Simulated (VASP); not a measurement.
NbSiSn: single point with PBE

NbSiSn:

```
Sn Nb Si
1.0
     3.62771    0.00000    0.00000
     0.00000    3.62771    0.00000
     0.00000    0.00000    8.57073
Sn Nb Si
2 2 2
Cartesian
  2.7208 2.7208 6.5063
  0.9069 0.9069 2.0644
  0.9069 0.9069 7.7090
  2.7208 2.7208 0.8617
  2.7208 2.7208 3.7568
  0.9069 0.9069 4.8139
```

```json
{
 "Program": "VASP 6.6.1",
 "Task": "single point",
 "Functional": "PBE",
 "Potentials or basis": "VASP PAW PBE potentials, release 64 (Sn_d, Nb_sv, Si)",
 "Cutoff": "520 eV",
 "k mesh": "6 × 6 × 2",
 "Occupations": "methfessel-paxton, width 0.0448 eV",
 "Spin": "non-collinear spin, typed start",
 "Starting moments": "[[0.0, 0.0, 0.0], [0.0, 0.0, 0.0], [0.591, 0.235, 0.772], [-0.501, -0.561, -0.659], [0.0, 0.0, 0.0], [0.0, 0.0, 0.0]] μB"
}
```

```json
{
  "Pressure": "-0.1 GPa",
  "Largest force": "0.005 eV/Å",
  "Band gap on the k mesh": "zero (bands 62 and 63 overlap by 2.36 eV)",
  "Net moment": "0.00 μB per cell",
  "Valence electrons inside the program's atomic spheres": "Sn 12.48; Nb 10.64; Si 1.54"
}
```

Forces on the atoms (eV/Å):
```
Sn   0.000  0.000  0.005
Sn   0.000  0.000 -0.005
Nb   0.000  0.000  0.001
Nb   0.000  0.000 -0.001
Si   0.000  0.000  0.002
Si   0.000  0.000 -0.002
```

Stress tensor (GPa, compression positive):
```
-0.11  0.00  0.00
 0.00 -0.11  0.00
 0.00  0.00 -0.20
```

Levels at points of the mesh, in eV from the Fermi level:
| k point | band 59 | band 60 | band 61 | band 62 | band 63 | band 64 | band 65 | band 66 |
| --- | --- | --- | --- | --- | --- | --- | --- | --- |
| (0.00, 0.00, 0.00) | -0.01 | -0.01 | 0.16 | 0.16 | 0.16 | 0.16 | 0.26 | 0.26 |
| (0.50, 0.00, 0.00) | -0.19 | -0.19 | 0.63 | 0.63 | 0.63 | 0.63 | 2.02 | 2.02 |
| (0.00, 0.50, 0.00) | -0.19 | -0.19 | 0.63 | 0.63 | 0.63 | 0.63 | 2.02 | 2.02 |
| (0.50, 0.50, 0.00) | -1.61 | -1.61 | -0.79 | -0.79 | -0.79 | -0.79 | 1.65 | 1.65 |
| (0.00, 0.00, 0.50) | -0.05 | -0.05 | 0.26 | 0.26 | 0.86 | 0.86 | 0.86 | 0.86 |
| (0.50, 0.00, 0.50) | -0.44 | -0.44 | 1.11 | 1.11 | 1.11 | 1.11 | 1.35 | 1.35 |
| (0.00, 0.50, 0.50) | -0.44 | -0.44 | 1.11 | 1.11 | 1.11 | 1.11 | 1.35 | 1.35 |
| (0.50, 0.50, 0.50) | -1.74 | -1.74 | -1.11 | -1.11 | -1.11 | -1.11 | 0.55 | 0.55 |

Moments on the atoms (μB; x, y, z):
```
Sn  0.00 0.00 0.00
Sn  0.00 0.00 0.00
Nb  0.00 0.00 0.00
Nb  0.00 0.00 0.00
Si  0.00 0.00 0.00
Si  0.00 0.00 0.00
```

Wall time 5.7 min on 4 MPI ranks on AMD EPYC 7R13 Processor (Zen 3), with other jobs on the host, peak memory 1 GiB a rank.

Caveat: the k points lie up to 0.37 Å⁻¹ apart, too coarse for converged energies and pressures of a metal; spin-orbit coupling is left out, which moves the levels of the heavy elements.
